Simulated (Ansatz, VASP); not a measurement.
Two plane-wave programs on KI

File INCAR:

```
PREC     = Accurate       # precision mode
ENCUT    = 520            # plane-wave cutoff, eV
EDIFF    = 1E-6           # SCF threshold, eV
ISMEAR   = 0              # smearing method
SIGMA    = 0.01           # smearing width, eV
LREAL    = False          # projectors in reciprocal space
LASPH    = True           # aspherical terms in the spheres
NELM     = 80             # most SCF steps
ALGO     = Normal         # electronic algorithm
ISIF     = 2              # what is computed and relaxed
LWAVE    = False          # write WAVECAR
LCHARG   = False          # write CHGCAR
GGA      = PE             # functional
NBANDS   = 15             # bands
```

The input KPOINTS:

```
regular mesh
0
Gamma
  4 4 4
```

Contents of POSCAR:

```
KI
1.0
    0.0000000000      3.9658942500      3.9658942500
    3.9658942500      0.0000000000      3.9658942500
    3.9658942500      3.9658942500      0.0000000000
K I
1 1
Direct
    0.0000000000      0.0000000000      0.0000000000
    0.2500000000      0.2500000000      0.2500000000
```

Input for Ansatz:

```yaml
crystal:
  lattice:
    - [0.0, 3.96589425, 3.96589425]
    - [3.96589425, 0.0, 3.96589425]
    - [3.96589425, 3.96589425, 0.0]
  atoms:
    - { symbol: K, position: [0.0, 0.0, 0.0] }
    - { symbol: I, position: [0.25, 0.25, 0.25] }
kpoints:
  mp_grid: { grid: [4, 4, 4] }
hamiltonian:
  xc: pbe
scf:
  occupations: { method: fixed }
output:
  optics:
    e_range: [0, 18]
    de: 0.05
    sigma: 0.1
    bands: { spectra_wanted_up_to: 18 }
    scissors: 0.948
```

Alike in both runs: task single point; functional PBE; k mesh 4 × 4 × 4; no spin polarisation.

|  | VASP | Ansatz |
| --- | --- | --- |
| version | VASP 6.6.1 | Ansatz 0.2.0 |
| potentials or method | VASP PAW PBE potentials, release 64 (K_sv, I) | plane waves, PAW |
| plane-wave cutoff (eV) | 520 | 420 |
| occupations | gaussian, width 0.01 eV | fixed |
| valence electrons in the cell | 16 | 26 |

|  | VASP | Ansatz | Ansatz less VASP |
| --- | --- | --- | --- |
| gap on the k mesh at the Fermi level (eV) | 3.93 | 3.93 | +0.003 |

VASP's potentials hold 16 valence electrons a cell and Ansatz's 26, so a difference there can come from the potentials and not from the codes.

Spin-orbit coupling is off throughout.
